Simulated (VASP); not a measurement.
Here is a VASP 6.6.1 calculation.

File POSCAR:

```
NaCl
1.0
    0.1023986814      2.8210165420      2.8210165420
    2.8210165420      0.1023986814      2.8210165420
    2.8210165420      2.8210165420      0.1023986814
Na Cl
1 1
Direct
    0.0000000000      0.0000000000      0.0000000000
    0.5000000000      0.5000000000      0.5000000000
```

The input INCAR.step1:

```
PREC = Accurate
ENCUT = 520
ISMEAR = 0
SIGMA = 0.01
LREAL = False
LASPH = True
NELM = 100
NBANDS = 14
GGA = PE
ALGO = Normal
EDIFF = 1E-4
LWAVE = True
LCHARG = False
```

INCAR.step2

```
PREC = Accurate
ENCUT = 520
EDIFF = 1E-6
ISMEAR = 0
SIGMA = 0.01
LREAL = False
LASPH = True
NELM = 100
ALGO = Normal
ISIF = 2
LWAVE = False
LCHARG = False
METAGGA = R2SCAN
LMIXTAU = True
NBANDS = 14
ISTART = 1
```

File KPOINTS:

```
regular mesh
0
Gamma
  8 8 8
```

Potentials or basis: VASP PAW PBE potentials, release 64 (Na_pv, Cl).

Run with:

```sh
$ cat potpaw_PBE.64/Na_pv/POTCAR potpaw_PBE.64/Cl/POTCAR > POTCAR
$ cp INCAR.step1 INCAR
$ mpirun -np 1 vasp_std > vasp.out
$ cp INCAR.step2 INCAR
$ mpirun -np 1 vasp_std > vasp.out
```

(1) Predict the band gap on the k mesh.

(2) Predict the pressure.

Results:

(1) 6.05 eV, direct.

(2) 0.9 GPa.

Caveat: the cell differs from its parent crystal (epitaxial 111 strain -3.0%); the PAW data sets were made with another functional, which shifts forces and pressure a little.
